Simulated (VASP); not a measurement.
A run of VASP 6.6.1 is set up as follows.

The input POSCAR:

```
Pt
1.0
   -1.5842200000      1.5446145000      1.5446145000
    1.5842200000     -1.6238255000      1.6238255000
    1.5842200000      1.6238255000     -1.6238255000
Pt
1
Direct
    0.0000000000      0.0000000000      0.0000000000
```

The input INCAR.step1:

```
  PREC = Accurate
  ENCUT = 520
  ISMEAR = 0
  SIGMA = 0.15
  LREAL = F
  LASPH = T
  NELM = 60
  NBANDS = 11
  GGA = PE
  ALGO = Normal
  EDIFF = 1E-4
  LWAVE = T
  LCHARG = F
```

File INCAR.step2:

```
  PREC = Accurate
  ENCUT = 520
  EDIFF = 1E-7
  ISMEAR = 0
  SIGMA = 0.15
  LREAL = F
  LASPH = T
  NELM = 60
  ALGO = Normal
  ISIF = 2
  LWAVE = F
  LCHARG = T
  METAGGA = R2SCAN
  LMIXTAU = T
  LELF = T
  LVHAR = T
  NBANDS = 11
  ISTART = 1
```

KPOINTS

```
Automatic mesh
0
Gamma
  22 22 22
```

Potentials or basis: VASP PAW PBE potentials, release 64 (Pt).

Command:

```bash
$ cat potpaw_PBE.64/Pt/POTCAR > POTCAR
$ cp INCAR.step1 INCAR
$ mpirun -np 1 vasp_std > vasp.out
$ cp INCAR.step2 INCAR
$ mpirun -np 1 vasp_std > vasp.out
```

What does it give for the band gap on the k mesh?

Zero (band 5 reaches 11.15 eV, above the bottom of band 6 at 8.61 eV).

What does it give for the pressure?

-5.1 GPa.

Stress tensor (GPa, compression positive):
```
-4.90  0.00  0.00
 0.00 -5.23  7.08
 0.00  7.08 -5.23
```

Caveat: the cell differs from its parent crystal (strain -0.0500 x Voigt [0, 0, 0, 1, 0, 0]); the PAW data sets were made with another functional, which shifts forces and pressure a little; spin-orbit coupling is left out, which moves the levels of the heavy elements.
